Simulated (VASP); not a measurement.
BaS, 2 atoms in the cell. Symmetry: Fm-3m, No. 225, cubic system. Conventional cell: a = 6.388 Å, b = 6.388 Å, c = 6.388 Å, α = 90.00°, β = 90.00°, γ = 90.00°. Ba (site symmetry m-3m) has 6 S at 3.19 Å within 4.2 Å. S (site symmetry m-3m) has 6 Ba at 3.19 Å within 4.2 Å. 

```yaml
Program: VASP 6.6.1
Task: electric field gradients
Functional: PBEsol
Potentials_or_basis: VASP PAW PBE potentials, release 64 (Ba_sv, S)
Cutoff: 520 eV
k_mesh: 7 × 7 × 7
Occupations: fermi-dirac, width 0.01 eV
Spin: no spin polarisation
Dipole_correction: no
Further_INCAR_settings: ALGO = Normal; EDIFF = 1e-08; NBANDS = 15
```

Potentials or basis: VASP PAW PBE potentials, release 64 (Ba_sv, S).

The run is started by

```sh
$ cat potpaw_PBE.64/Ba_sv/POTCAR potpaw_PBE.64/S/POTCAR > POTCAR
$ mpirun -np 1 vasp_std > vasp.out
```

Hardware: 1 thread of Intel Xeon 8259CL, with other jobs on the host.

Q: Estimate the wall time of this run.

A: It took 49 s on 1 thread of Intel Xeon 8259CL (shared host), peak memory 0.21 GiB. Counts: scf iterations 16, k points 20.
